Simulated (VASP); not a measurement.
# Pt (Fm-3m) in VASP: a series of runs

Runs on Pt. Level: r2SCAN. Tasks: single point.

All numbers are computed with VASP 6.6.1; they aren't measurements. Logs are shortened: lines on timing, memory, paths and dates and some standing lists are left out, and cuts for length are marked.

### Step 1. The cell of the first run

It takes space group Fm-3m (No. 225, cubic). The conventional cell has a = 3.904 Å, b = 3.904 Å, c = 3.904 Å, α = 90.00°, β = 90.00°, γ = 90.00°. Pt (site symmetry m-3m) has 12 Pt at 2.76 Å within 3.6 Å.

### Step 2. Single point, r2SCAN

POSCAR reads:

```
Pt
1.0
    0.0000000000      1.9518856309      1.9518856309
    1.9518856309      0.0000000000      1.9518856309
    1.9518856309      1.9518856309      0.0000000000
Pt
1
Direct
    0.0000000000      0.0000000000      0.0000000000
```

INCAR.step1 reads:

```
SYSTEM = Pt
PREC = Accurate
ENCUT = 520
ISMEAR = -1
SIGMA = 0.1
LREAL = .FALSE.
LASPH = .TRUE.
NELM = 60
NBANDS = 11
GGA = PE
ALGO = Normal
EDIFF = 1E-4
LWAVE = .TRUE.
LCHARG = .FALSE.
```

INCAR.step2 reads:

```
SYSTEM = Pt
PREC = Accurate
ENCUT = 520
EDIFF = 1E-6
ISMEAR = -1
SIGMA = 0.1
LREAL = .FALSE.
LASPH = .TRUE.
NELM = 60
ALGO = Normal
ISIF = 2
LWAVE = .FALSE.
LCHARG = .FALSE.
METAGGA = R2SCAN
LMIXTAU = .TRUE.
NBANDS = 11
ISTART = 1
```

KPOINTS reads:

```
regular mesh
0
G
  15 15 15
  0 0 0
```

Potentials or basis: VASP PAW PBE potentials, release 64 (Pt).

Launch:

```
cat potpaw_PBE.64/Pt/POTCAR > POTCAR
cp INCAR.step1 INCAR
mpirun -np 1 vasp_std > vasp.out
cp INCAR.step2 INCAR
mpirun -np 1 vasp_std > vasp.out
```

OUTCAR:

```text
SYSTEM = Pt
   PREC = Accurate
   ENCUT = 520
   EDIFF = 1E-6
   ISMEAR = -1
   LREAL = .FALSE.
   LASPH = .TRUE.
   NELM = 60
   ISIF = 2
   METAGGA = R2SCAN
   ISTART = 1

 ion  position               nearest neighbor table
   1  0.000  0.000  0.000-

  LATTYP: Found a face centered cubic cell.
 ALAT       =     3.9037712618

  Lattice vectors:

 A1 = (   0.0000000000,   1.9518856309,   1.9518856309)
 A2 = (   1.9518856309,   0.0000000000,   1.9518856309)
 A3 = (   1.9518856309,   1.9518856309,   0.0000000000)

Analysis of symmetry for initial positions (statically):
=====================================================================
 Subroutine PRICEL returns:
 Original cell was already a primitive cell.

 Routine SETGRP: Setting up the symmetry group for a
 face centered cubic supercell.

 Subroutine GETGRP returns: Found 48 space group operations
 (whereof 48 operations were pure point group operations)
 out of a pool of 48 trial point group operations.

The static configuration has the point symmetry O_h .

Analysis of symmetry for dynamics (positions and initial velocities):
=====================================================================
 Subroutine PRICEL returns:
 Original cell was already a primitive cell.

 Routine SETGRP: Setting up the symmetry group for a
 face centered cubic supercell.

 Subroutine GETGRP returns: Found 48 space group operations
 (whereof 48 operations were pure point group operations)
 out of a pool of 48 trial point group operations.

The dynamic configuration has the point symmetry O_h .

 Subroutine INISYM returns: Found 48 space group operations
 (whereof 48 operations are pure point group operations),
 and found     1 'primitive' translations

----------------------------------------------------------------------------------------

                                     Primitive cell

  volume of cell :      14.8728

  direct lattice vectors                    reciprocal lattice vectors
     0.000000000  1.951885631  1.951885631    -0.256162550  0.256162550  0.256162550
     1.951885631  0.000000000  1.951885631     0.256162550 -0.256162550  0.256162550
     1.951885631  1.951885631  0.000000000     0.256162550  0.256162550 -0.256162550

  length of vectors
     2.760383131  2.760383131  2.760383131     0.443686551  0.443686551  0.443686551

  position of ions in fractional coordinates (direct lattice)
     0.000000000  0.000000000  0.000000000

  ion indices of the primitive-cell ions
   primitive index   ion index
                 1           1

----------------------------------------------------------------------------------------

 KPOINTS: regular mesh

Automatic generation of k-mesh.
 Grid dimensions read from file:
 generate k-points for:   15   15   15

 Generating k-lattice:

  Cartesian coordinates                     Fractional coordinates (reciprocal lattice)
    -0.017077503  0.017077503  0.017077503     0.066666667  0.000000000  0.000000000
     0.017077503 -0.017077503  0.017077503     0.000000000  0.066666667  0.000000000
     0.017077503  0.017077503 -0.017077503     0.000000000  0.000000000  0.066666667

  Length of vectors
     0.029579103  0.029579103  0.029579103

  Shift w.r.t. Gamma in fractional coordinates (k-lattice)
     0.000000000  0.000000000  0.000000000

 Subroutine IBZKPT returns following result:
 ===========================================

 Found    120 irreducible k-points:

 Following reciprocal coordinates:
            Coordinates               Weight
  0.000000  0.000000  0.000000      1.000000
  0.066667  0.000000  0.000000      8.000000
  0.133333  0.000000  0.000000      8.000000
  0.200000  0.000000  0.000000      8.000000
  0.266667  0.000000  0.000000      8.000000
  0.333333  0.000000  0.000000      8.000000
[... 16 lines left out ...]
  0.133333  0.133333  0.000000      6.000000
  0.200000  0.133333  0.000000     24.000000
 [... further k-points ...]
   k-points           NKPTS =    120   k-points in BZ     NKDIM =    120   number of bands    NBANDS=     11
   number of dos      NEDOS =    301   number of ions     NIONS =      1
   total plane-waves  NPLWV =  13824
   dimension x,y,z NGX =    24 NGY =   24 NGZ =   24
   dimension x,y,z NGXF=    48 NGYF=   48 NGZF=   48
   ions per type =               1
   NGX,Y,Z   is equivalent  to a cutoff of  14.45, 14.45, 14.45 a.u.
   NGXF,Y,Z  is equivalent  to a cutoff of  28.91, 28.91, 28.91 a.u.
 SYSTEM =  Pt
   PREC   = accura    normal or accurate (medium, high low for compatibility)
   ISTART =      1    job   : 0-new  1-cont  2-samecut
   ICHARG =      0    charge: 1-file 2-atom 10-const
   ISPIN  =      1    spin polarized calculation?
   LNONCOLLINEAR =      F non collinear calculations
   LSORBIT =      F    spin-orbit coupling
   LASPH  =      T    aspherical Exc in radial PAW
   ENCUT  =  520.0 eV  38.22 Ry    6.18 a.u.   5.13  5.13  5.13*2*pi/ulx,y,z
   NELM   =     60;   NELMIN=  2; NELMDL=  0     # of ELM steps
   EDIFF  = 0.1E-05   stopping-criterion for ELM
   LREAL  =      F    real-space projection
   EDIFFG = 0.1E-04   stopping-criterion for IOM
   NSW    =      0    number of steps for IOM
   IBRION =     -1    ionic relax: 0-MD 1-quasi-New 2-CG
   NFREE  =      0    steps in history (QN), initial steepest desc. (CG)
   ISIF   =      2    stress and relaxation
   ISYM   =      2    0-nonsym 1-usesym 2-fastsym
   POTIM  = 0.5000    time-step for ionic-motion
   TEBEG  =    0.0;   TEEND  =   0.0 temperature during run
   PSTRESS=    0.0 pullay stress
   NELECT =      10.0000    total number of electrons
   NUPDOWN=      -1.0000    fix difference up-down
   EMIN   =  10.00;   EMAX   =-10.00  energy-range for DOS
   EFERMI =   0.00;   METHOD = LEGACY
   ISMEAR =    -1;   SIGMA  =   0.10  broadening in eV -4-tet -1-fermi 0-gaus
   EFERMI_NEDOS =   21; number of points for ismear=-14 and -15
   IALGO  =     38    algorithm
   IMIX   =      4    mixing-type and parameters
     AMIX     =   0.40;   BMIX     =  1.00
     AMIX_MAG =   1.60;   BMIX_MAG =  1.00
  volume/ion in A,a.u.               =      14.87       100.37
  Fermi-wavevector in a.u.,A,eV,Ry     =   1.434202  2.710250 27.986323  2.056937
  Thomas-Fermi vector in A             =   2.553637
   LORBIT       =      0    0 simple, 1 ext, 2 COOP (PROOUT), +10 PAW based schemes
   METAGGA = R2SCAN    functional components
   LHFCALC =     F    Hartree Fock is set to
   AEXX    =    0.0000 exact exchange contribution
   IVDW    =     0    specifies the selected vdW correction
   LEPSILON=     F    determine dielectric tensor
   LRPA    =     F    only Hartree local field effects (RPA)
 non-spin polarized calculation
  energy-cutoff  :      520.00
  volume of cell :       14.87
 maximum number of plane-waves:       415
 NGX is ok and might be reduce to    24
   NGX = 11   NGY = 11   NGZ = 11

 number of electron       9.9999999 magnetization

 Free energy of the ion-electron system (eV)
  ---------------------------------------------------
  ext. energy  EPLUGINS =         0.00000000
  ---------------------------------------------------
  free energy    TOTEN  =       -51.51331842 eV

  energy without entropy =      -51.46293824  energy(sigma->0) =      -51.48812833

 E-fermi :  11.3058     XC(G=0): -14.7337

 val. band max:       11.3054862857   @ k =  -0.4667   0.2000   0.0000
 cond. band min:      11.3114724580   @ k =   0.4667   0.0667   0.0000
 fundamental gap:      0.0059861723
 Fermi energy:        11.3057768374

 k-point     1 :       0.0000    0.0000    0.0000
  band No.  band energies     occupation
      1       0.6249      2.00000
      2       7.2818      2.00000
      3       7.2818      2.00000
      4       7.2818      2.00000
      5       9.5009      2.00000
      6       9.5009      2.00000
      7      26.7253      0.00000
      8      31.9797      0.00000
      9      31.9797      0.00000
     10      31.9797      0.00000
     11      37.9038      0.00000

 k-point     2 :       0.0667    0.0000    0.0000
  band No.  band energies     occupation
      1       0.8138      2.00000
      2       7.1974      2.00000
      3       7.3570      2.00000
      4       7.3570      2.00000
      5       9.4595      2.00000
      6       9.4595      2.00000
      7      27.0182      0.00000
      8      31.0557      0.00000
      9      32.2687      0.00000
     10      32.2687      0.00000
     11      38.9052      0.00000

 k-point     3 :       0.1333    0.0000    0.0000
  band No.  band energies     occupation
      1       1.3538      2.00000
      2       6.9985      2.00000
      3       7.5380      2.00000
      4       7.5380      2.00000
      5       9.3912      2.00000
      6       9.3912      2.00000
      7      27.7734      0.00000
      8      29.2218      0.00000
      9      33.0968      0.00000
     10      33.0968      0.00000
     11      38.8192      0.00000

 k-point     4 :       0.2000    0.0000    0.0000
  band No.  band energies     occupation
      1       2.1436      2.00000
      2       6.8478      2.00000
      3       7.6775      2.00000
      4       7.6775      2.00000
      5       9.4644      2.00000
      6       9.4644      2.00000
      7      27.1409      0.00000
      8      28.5396      0.00000
      9      34.3256      0.00000
     10      34.3256      0.00000
     11      36.7196      0.00000
[... 239 lines left out ...]
 k-point    22 :      -0.0667    0.0667    0.0000
  band No.  band energies     occupation
      1       1.1213      2.00000
      2       7.0422      2.00000
      3       7.4624      2.00000
      4       7.5118      2.00000
      5       9.2724      2.00000
      6       9.5388      2.00000
      7      27.4750      0.00000
      8      30.2037      0.00000
      9      32.0574      0.00000
     10      33.0508      0.00000
     11      39.4951      0.00000

 k-point    23 :       0.1333    0.1333    0.0000
  band No.  band energies     occupation
      1       1.6042      2.00000
      2       6.6658      2.00000
      3       7.8026      2.00000
      4       7.8026      2.00000
      5       8.8328      2.00000
      6       9.7599      2.00000
      7      28.2331      0.00000
      8      30.4599      0.00000
      9      31.9103      0.00000
     10      31.9103      0.00000
     11      40.3216      0.00000

 k-point    24 :       0.2000    0.1333    0.0000
  band No.  band energies     occupation
      1       2.2149      2.00000
      2       6.3962      2.00000
      3       7.9692      2.00000
      4       8.0552      2.00000
      5       8.7113      2.00000
      6       9.9059      2.00000
      7      28.9515      0.00000
      8      29.2004      0.00000
      9      31.7832      0.00000
     10      32.4642      0.00000
     11      37.8920      0.00000

 [... further k-points ...]

------------------------ aborting loop because EDIFF is reached ----------------------------------------

  FORCE on cell =-STRESS in cart. coord.  units (eV):
  Direction    XX          YY          ZZ          XY          YZ          ZX
  --------------------------------------------------------------------------------------
  -------------------------------------------------------------------------------------
  Total        0.8711072      0.8711072      0.8711072      0.0000000      0.0000000     -0.0000000
  in kB       93.8402380     93.8402380     93.8402380      0.0000000      0.0000000     -0.0000000
  external PRESSURE =      93.8402380 kB  Pullay stress =       0.0000000 kB

 VOLUME and BASIS-vectors are now :
 -----------------------------------------------------------------------------
  energy-cutoff  :      520.00
  volume of cell :       14.87
      direct lattice vectors                 reciprocal lattice vectors
     0.000000000  1.951885631  1.951885631    -0.256162550  0.256162550  0.256162550
     1.951885631  0.000000000  1.951885631     0.256162550 -0.256162550  0.256162550
     1.951885631  1.951885631  0.000000000     0.256162550  0.256162550 -0.256162550

 POSITION                                       TOTAL-FORCE (eV/Angst)
 -----------------------------------------------------------------------------------
      0.00000      0.00000      0.00000         0.000000      0.000000     -0.000000
 -----------------------------------------------------------------------------------
    total drift:                                0.000000      0.000000     -0.000000

  FREE ENERGIE OF THE ION-ELECTRON SYSTEM (eV)
  ---------------------------------------------------
  free  energy   TOTEN  =       -51.5133184165 eV

  energy  without entropy=      -51.4629382398  energy(sigma->0) =      -51.48812833
```

It took 50 s on 1 thread of Intel Xeon 8259CL, shared host; peak memory 0.16 GiB.

What came out:

| Quantity | Value |
| --- | --- |
| Free energy | -51.5133 eV |
| Pressure | 9.4 GPa |
| Band gap on the k mesh | zero (bands 5 and 6 overlap by 2.38 eV) |

Caveat: the cell stands under pressure; the PAW data sets were made with another functional, which shifts forces and pressure a little; spin-orbit coupling is left out, which moves the levels of the heavy elements.

(Part 1 of 2 ends here.)
